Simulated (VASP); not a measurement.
Input of a VASP 6.6.1 run:

The input POSCAR:

```
Ta2C
1.0
    3.1100499558      0.0000000000      0.0000000000
   -1.5550249779      2.6933822688      0.0000000000
    0.0000000000      0.0000000000      4.9427317648
Ta C
2 1
Direct
    0.3333333333      0.6666666667      0.2535569977
    0.6666666667      0.3333333333      0.7464430023
    0.0000000000      0.0000000000      0.0000000000
```

File INCAR.step1:

```
SYSTEM = Ta2C
ALGO = Normal ; EDIFF = 1E-4
ENCUT = 520 ; GGA = PE
ISMEAR = 0 ; LASPH = .TRUE.
LCHARG = .FALSE. ; LREAL = .FALSE.
LWAVE = .TRUE. ; NBANDS = 20
NELM = 60 ; PREC = Accurate
SIGMA = 0.1
```

File INCAR.step2:

```
SYSTEM = Ta2C
ALGO = Normal ; EDIFF = 1E-7
ENCUT = 520 ; ISIF = 2
ISMEAR = 0 ; ISTART = 1
LASPH = .TRUE. ; LCHARG = .FALSE.
LMIXTAU = .TRUE. ; LREAL = .FALSE.
LWAVE = .FALSE. ; METAGGA = R2SCAN
NBANDS = 20 ; NELM = 60
PREC = Accurate ; SIGMA = 0.1
```

KPOINTS

```
k-points
0
G
  18 18 10
  0 0 0
```

Potentials or basis: VASP PAW PBE potentials, release 64 (Ta_pv, C).

Launch:

```bash
$ cat potpaw_PBE.64/Ta_pv/POTCAR potpaw_PBE.64/C/POTCAR > POTCAR
$ cp INCAR.step1 INCAR
$ mpirun -np 1 vasp_std > vasp.out
$ cp INCAR.step2 INCAR
$ mpirun -np 1 vasp_std > vasp.out
```

(1) What does it give for the largest force?

(2) What does it give for the band gap on the k mesh?

(3) Estimate the pressure.

Answers

(1) 0.046 eV/Å.

(2) zero (bands 13 and 14 overlap by 0.78 eV).

(3) 0.9 GPa.

Caveat: the PAW data sets were made with another functional, which shifts forces and pressure a little; spin-orbit coupling is left out, which moves the levels of the heavy elements.
